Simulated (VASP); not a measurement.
# Nb3Si2O (P1) in VASP: single point with PBE

Aim: the single point of Nb3Si2O with PBE.

Everything below comes from runs of VASP 6.6.1. Logs are shortened: lines on timing, memory, paths and dates and some standing lists are left out, and cuts for length are marked.

### 1 The cell of the first run

The typed cell holds 12 atoms: a = 3.432 Å, b = 6.873 Å, c = 7.534 Å, α = 89.99°, β = 90.00°, γ = 89.99°.

### 2 Single point, PBE

File INCAR:

```
ALGO = Normal
EDIFF = 1E-7
ENCUT = 520
GGA = PE
ISIF = 2
ISMEAR = 0
LASPH = T
LCHARG = F
LREAL = F
LWAVE = F
NBANDS = 65
NELM = 100
PREC = Accurate
SIGMA = 0.2
```

File KPOINTS:

```
k-points
0
Gamma
  6 4 4
```

File POSCAR:

```
Nb3Si2O
1.0
    3.4322367743      0.0003816067      0.0000464349
    0.0007880694      6.8729380193      0.0007032204
    0.0001028138      0.0007442168      7.5343915445
Nb Si O
6 4 2
Direct
    0.4999760885      0.2250432004      0.4497497618
   -0.0000200009      0.4229985931      0.1521098616
    0.5000045910      0.7749573182      0.9496607434
    0.0000120449      0.1142913784      0.8179485850
    0.0000394395      0.5769824956      0.6520687153
   -0.0000319103      0.8857943046      0.3178833697
    0.4999765519      0.3973892870      0.8822130833
    0.4999933295      0.1191367477      0.1106689295
    0.5000279296      0.8808137341      0.6106201144
    0.5000402529      0.6025999854      0.3822050314
   -0.0000442886      0.2812510944      0.5886773248
    0.0000259720      0.7187418611      0.0886465031
```

Potentials or basis: VASP PAW PBE potentials, release 64 (Nb_sv, Si, O).

Launch:

```
$ cat potpaw_PBE.64/Nb_sv/POTCAR potpaw_PBE.64/Si/POTCAR potpaw_PBE.64/O/POTCAR > POTCAR
$ mpirun -np 1 vasp_std > vasp.out
```

OUTCAR:

```text
EDIFF = 1E-7
   ENCUT = 520
   GGA = PE
   ISIF = 2
   ISMEAR = 0
   LASPH = T
   LREAL = F
   NELM = 100
   PREC = Accurate

 ion  position               nearest neighbor table
   1  0.500  0.225  0.450-  11 2.05  11 2.05  10 2.64   8 2.66   9 2.66
   2  1.000  0.423  0.152-  12 2.09   7 2.67   7 2.67   8 2.72   8 2.72  10 2.73  10 2.73
   3  0.500  0.775  0.950-  12 2.05  12 2.05   7 2.64   9 2.66   8 2.66
   4  0.000  0.114  0.818-  11 2.07   7 2.64   7 2.64   8 2.79   8 2.79   9 2.82   9 2.82
   5  0.000  0.577  0.652-  11 2.09  10 2.67  10 2.67   9 2.72   9 2.72   7 2.73   7 2.73
   6  1.000  0.886  0.318-  12 2.07  10 2.64  10 2.64   9 2.79   9 2.79   8 2.82   8 2.82
   7  0.500  0.397  0.882-   8 2.57   4 2.64   4 2.64   3 2.64   2 2.67   2 2.67   5 2.73   5 2.73

   8  0.500  0.119  0.111-   7 2.57   1 2.66   3 2.66   2 2.72   2 2.72   4 2.79   4 2.79   6 2.82
                             6 2.82
   9  0.500  0.881  0.611-  10 2.57   3 2.66   1 2.66   5 2.72   5 2.72   6 2.79   6 2.79   4 2.82
                             4 2.82
  10  0.500  0.603  0.382-   9 2.57   6 2.64   6 2.64   1 2.64   5 2.67   5 2.67   2 2.73   2 2.73

  11  1.000  0.281  0.589-   1 2.05   1 2.05   4 2.07   5 2.09
  12  0.000  0.719  0.089-   3 2.05   3 2.05   6 2.07   2 2.09

  LATTYP: Found a triclinic cell.
 ALAT       =     9.7149156637
 B/A-ratio  =     0.3532955833
 C/A-ratio  =     0.7755488408
 COS(alpha) =     0.0000271860
 COS(beta)  =     0.0001614764
 COS(gamma) =     0.7067509449

  Lattice vectors:

 A1 = (  -6.8652616180,  -6.8737012327,  -0.0007960902)
 A2 = (  -3.4322367743,  -0.0003816067,  -0.0000464349)
 A3 = (  -0.0001028138,  -0.0007442168,  -7.5343915445)

Analysis of symmetry for initial positions (statically):
=====================================================================
 Subroutine PRICEL returns:
 Original cell was already a primitive cell.

 Routine SETGRP: Setting up the symmetry group for a
 triclinic supercell.

 Subroutine GETGRP returns: Found  1 space group operations
 (whereof  1 operations were pure point group operations)
 out of a pool of  2 trial point group operations.

The static configuration has the point symmetry C_1 .

Analysis of symmetry for dynamics (positions and initial velocities):
=====================================================================
 Subroutine PRICEL returns:
 Original cell was already a primitive cell.

 Routine SETGRP: Setting up the symmetry group for a
 triclinic supercell.

 Subroutine GETGRP returns: Found  1 space group operations
 (whereof  1 operations were pure point group operations)
 out of a pool of  2 trial point group operations.

The dynamic configuration has the point symmetry C_1 .

 Subroutine INISYM returns: Found  1 space group operations
 (whereof  1 operations are pure point group operations),
 and found     1 'primitive' translations

----------------------------------------------------------------------------------------

                                     Primitive cell

  volume of cell :     177.7329

  direct lattice vectors                    reciprocal lattice vectors
     3.432236774  0.000381607  0.000046435     0.291355194 -0.000033407 -0.000003973
     0.000788069  6.872938019  0.000703220    -0.000016177  0.145498187 -0.000014372
     0.000102814  0.000744217  7.534391545    -0.000001794 -0.000013580  0.132724720

  length of vectors
     3.432236796  6.872938100  7.534391582     0.291355196  0.145498189  0.132724721

  position of ions in fractional coordinates (direct lattice)
     0.499976088  0.225043200  0.449749762
     0.999979999  0.422998593  0.152109862
     0.500004591  0.774957318  0.949660743
     0.000012045  0.114291378  0.817948585
     0.000039440  0.576982496  0.652068715
     0.999968090  0.885794305  0.317883370
     0.499976552  0.397389287  0.882213083
     0.499993330  0.119136748  0.110668930
     0.500027930  0.880813734  0.610620114
     0.500040253  0.602599985  0.382205031
     0.999955711  0.281251094  0.588677325
     0.000025972  0.718741861  0.088646503

  ion indices of the primitive-cell ions
   primitive index   ion index
                 1           1
                 2           2
                 3           3
                 4           4
                 5           5
                 6           6
                 7           7
                 8           8
                 9           9
                10          10
                11          11
                12          12

----------------------------------------------------------------------------------------

 KPOINTS: k-points

Automatic generation of k-mesh.
 Grid dimensions read from file:
 generate k-points for:    6    4    4

 Generating k-lattice:

  Cartesian coordinates                     Fractional coordinates (reciprocal lattice)
     0.048559199 -0.000005568 -0.000000662     0.166666667  0.000000000  0.000000000
    -0.000004044  0.036374547 -0.000003593     0.000000000  0.250000000  0.000000000
    -0.000000449 -0.000003395  0.033181180    -0.000000000  0.000000000  0.250000000

  Length of vectors
     0.048559199  0.036374547  0.033181180

  Shift w.r.t. Gamma in fractional coordinates (k-lattice)
     0.000000000  0.000000000  0.000000000

 Subroutine IBZKPT returns following result:
 ===========================================

 Found     52 irreducible k-points:

 Following reciprocal coordinates:
            Coordinates               Weight
  0.000000  0.000000  0.000000      1.000000
  0.166667  0.000000  0.000000      2.000000
  0.333333  0.000000  0.000000      2.000000
  0.500000  0.000000  0.000000      1.000000
 -0.000000  0.250000  0.000000      2.000000
  0.166667  0.250000  0.000000      2.000000
[... 16 lines left out ...]
  0.333333  0.250000  0.250000      2.000000
  0.500000  0.250000  0.250000      2.000000
 [... further k-points ...]
   k-points           NKPTS =     52   k-points in BZ     NKDIM =     52   number of bands    NBANDS=     65
   number of dos      NEDOS =    301   number of ions     NIONS =     12
   total plane-waves  NPLWV =  84672
   dimension x,y,z NGX =    28 NGY =   54 NGZ =   56
   dimension x,y,z NGXF=    56 NGYF=  108 NGZF=  112
   ions per type =               6   4   2
   NGX,Y,Z   is equivalent  to a cutoff of  13.56, 13.06, 12.36 a.u.
   NGXF,Y,Z  is equivalent  to a cutoff of  27.12, 26.12, 24.71 a.u.
 SYSTEM =  unknown system
   PREC   = accura    normal or accurate (medium, high low for compatibility)
   ISTART =      0    job   : 0-new  1-cont  2-samecut
   ICHARG =      2    charge: 1-file 2-atom 10-const
   ISPIN  =      1    spin polarized calculation?
   LNONCOLLINEAR =      F non collinear calculations
   LSORBIT =      F    spin-orbit coupling
   LASPH  =      T    aspherical Exc in radial PAW
   ENCUT  =  520.0 eV  38.22 Ry    6.18 a.u.   6.38 12.78 14.01*2*pi/ulx,y,z
   NELM   =    100;   NELMIN=  2; NELMDL= -5     # of ELM steps
   EDIFF  = 0.1E-06   stopping-criterion for ELM
   LREAL  =      F    real-space projection
   EDIFFG = 0.1E-05   stopping-criterion for IOM
   NSW    =      0    number of steps for IOM
   IBRION =     -1    ionic relax: 0-MD 1-quasi-New 2-CG
   NFREE  =      0    steps in history (QN), initial steepest desc. (CG)
   ISIF   =      2    stress and relaxation
   ISYM   =      2    0-nonsym 1-usesym 2-fastsym
   POTIM  = 0.5000    time-step for ionic-motion
   TEBEG  =    0.0;   TEEND  =   0.0 temperature during run
   PSTRESS=    0.0 pullay stress
   NELECT =     106.0000    total number of electrons
   NUPDOWN=      -1.0000    fix difference up-down
   EMIN   =  10.00;   EMAX   =-10.00  energy-range for DOS
   EFERMI =   0.00;   METHOD = LEGACY
   ISMEAR =     0;   SIGMA  =   0.20  broadening in eV -4-tet -1-fermi 0-gaus
   EFERMI_NEDOS =   21; number of points for ismear=-14 and -15
   IALGO  =     38    algorithm
   IMIX   =      4    mixing-type and parameters
     AMIX     =   0.40;   BMIX     =  1.00
     AMIX_MAG =   1.60;   BMIX_MAG =  1.00
  volume/ion in A,a.u.               =      14.81        99.95
  Fermi-wavevector in a.u.,A,eV,Ry     =   1.378016  2.604072 25.836475  1.898927
  Thomas-Fermi vector in A             =   2.503116
   LORBIT       =      0    0 simple, 1 ext, 2 COOP (PROOUT), +10 PAW based schemes
   GGA     = PE    functional components
   LHFCALC =     F    Hartree Fock is set to
   AEXX    =    0.0000 exact exchange contribution
   IVDW    =     0    specifies the selected vdW correction
   LEPSILON=     F    determine dielectric tensor
   LRPA    =     F    only Hartree local field effects (RPA)
 non-spin polarized calculation
 Gauss-broadening in eV      SIGMA  =   0.20
  energy-cutoff  :      520.00
  volume of cell :      177.73
 maximum number of plane-waves:      4822
 NGX is ok and might be reduce to    28
   NGX = 13   NGY = 25   NGZ = 29

 number of electron     105.9999987 magnetization

 Free energy of the ion-electron system (eV)
  ---------------------------------------------------
  ext. energy  EPLUGINS =         0.00000000
  ---------------------------------------------------
  free energy    TOTEN  =      -103.93790417 eV

  energy without entropy =     -103.80801171  energy(sigma->0) =     -103.87295794

 E-fermi :  11.0572     XC(G=0): -12.0704

 val. band max:       11.0455395584   @ k =   0.0000   0.5000   0.5000
 cond. band min:      11.0772835744   @ k =  -0.1667   0.2500   0.5000
 fundamental gap:      0.0317440159
 Fermi energy:        11.0572229299

 k-point     1 :       0.0000    0.0000    0.0000
  band No.  band energies     occupation
      1     -44.3063      2.00000
      2     -44.2805      2.00000
      3     -44.2562      2.00000
      4     -44.2409      2.00000
      5     -44.1749      2.00000
      6     -44.1673      2.00000
[... 57 lines left out ...]
     64      12.8760      0.00000
     65      13.4676      0.00000

 k-point     2 :       0.1667    0.0000    0.0000
  band No.  band energies     occupation
      1     -44.2978      2.00000
      2     -44.2758      2.00000
      3     -44.2536      2.00000
      4     -44.2404      2.00000
      5     -44.1724      2.00000
      6     -44.1666      2.00000
[... 57 lines left out ...]
     64      13.4678      0.00000
     65      13.7204      0.00000

 k-point     3 :       0.3333    0.0000    0.0000
  band No.  band energies     occupation
      1     -44.2774      2.00000
      2     -44.2661      2.00000
      3     -44.2488      2.00000
      4     -44.2425      2.00000
      5     -44.1674      2.00000
      6     -44.1654      2.00000
[... 1417 lines left out ...]
     64      13.5488      0.00000
     65      13.7890      0.00000

 k-point    24 :       0.5000    0.2500    0.2500
  band No.  band energies     occupation
      1     -44.2612      2.00000
      2     -44.2611      2.00000
      3     -44.2491      2.00000
      4     -44.2470      2.00000
      5     -44.1654      2.00000
      6     -44.1645      2.00000
[... 57 lines left out ...]
     64      13.7128      0.00000
     65      13.8729      0.00000

 [... further k-points ...]

------------------------ aborting loop because EDIFF is reached ----------------------------------------

  FORCE on cell =-STRESS in cart. coord.  units (eV):
  Direction    XX          YY          ZZ          XY          YZ          ZX
  --------------------------------------------------------------------------------------
  -------------------------------------------------------------------------------------
  Total       -0.3626831     -0.3951533     -0.4588122     -0.0237198     -0.0172984     -0.0042750
  in kB       -3.2694146     -3.5621180     -4.1359727     -0.2138229     -0.1559367     -0.0385369
  external PRESSURE =      -3.6558351 kB  Pullay stress =       0.0000000 kB

 VOLUME and BASIS-vectors are now :
 -----------------------------------------------------------------------------
  energy-cutoff  :      520.00
  volume of cell :      177.73
      direct lattice vectors                 reciprocal lattice vectors
     3.432236774  0.000381607  0.000046435     0.291355194 -0.000033407 -0.000003973
     0.000788069  6.872938019  0.000703220    -0.000016177  0.145498187 -0.000014372
     0.000102814  0.000744217  7.534391545    -0.000001794 -0.000013580  0.132724720

 POSITION                                       TOTAL-FORCE (eV/Angst)
 -----------------------------------------------------------------------------------
      1.71626      1.54723      3.38877         0.000123      0.005327      0.010416
      3.43252      2.90774      1.14640        -0.000377      0.004860     -0.001658
      1.71684      5.32713      7.15568         0.000562     -0.006715      0.019039
      0.00022      0.78613      6.16283         0.000546     -0.003231     -0.011548
      0.00066      3.96605      4.91335        -0.000148     -0.005261      0.000890
      3.43286      6.08863      2.39573         0.000756     -0.003192     -0.012509
      1.71644      2.73208      6.64724         0.000575      0.007031      0.000460
      1.71620      0.81909      0.83393        -0.000004      0.000402      0.006146
      1.71697      6.05442      4.60129        -0.000547      0.003007      0.005632
      1.71677      4.14211      2.88013        -0.001130     -0.003886     -0.002092
      3.43237      1.93384      4.43557         0.000134     -0.005831     -0.007739
      0.00066      4.93993      0.66840        -0.000491      0.007490     -0.007035
 -----------------------------------------------------------------------------------
    total drift:                               -0.000001     -0.000020     -0.000422

  FREE ENERGIE OF THE ION-ELECTRON SYSTEM (eV)
  ---------------------------------------------------
  free  energy   TOTEN  =      -103.9379041692 eV

  energy  without entropy=     -103.8080117125  energy(sigma->0) =     -103.87295794
```

Run time: 33 min. Hardware: 1 thread of Intel Xeon 8259CL, shared host; peak memory 0.56 GiB.

Results:

| Property | Result |
| --- | --- |
| Free energy | -103.9379 eV |
| Pressure | -0.4 GPa |
| Largest force | 0.020 eV/Å |
| Band gap on the k mesh | zero (bands 53 and 54 overlap by 0.74 eV) |

Forces in eV/Å, atoms in the order of the input:
```
Nb   0.000  0.005  0.010
Nb   0.000  0.005 -0.002
Nb   0.001 -0.007  0.019
Nb   0.001 -0.003 -0.012
Nb   0.000 -0.005  0.001
Nb   0.001 -0.003 -0.013
Si   0.001  0.007  0.000
Si   0.000  0.000  0.006
Si  -0.001  0.003  0.006
Si  -0.001 -0.004 -0.002
O    0.000 -0.006 -0.008
O    0.000  0.007 -0.007
```

The gap in the log of VASP goes by the Fermi energy; the results here count the filled bands.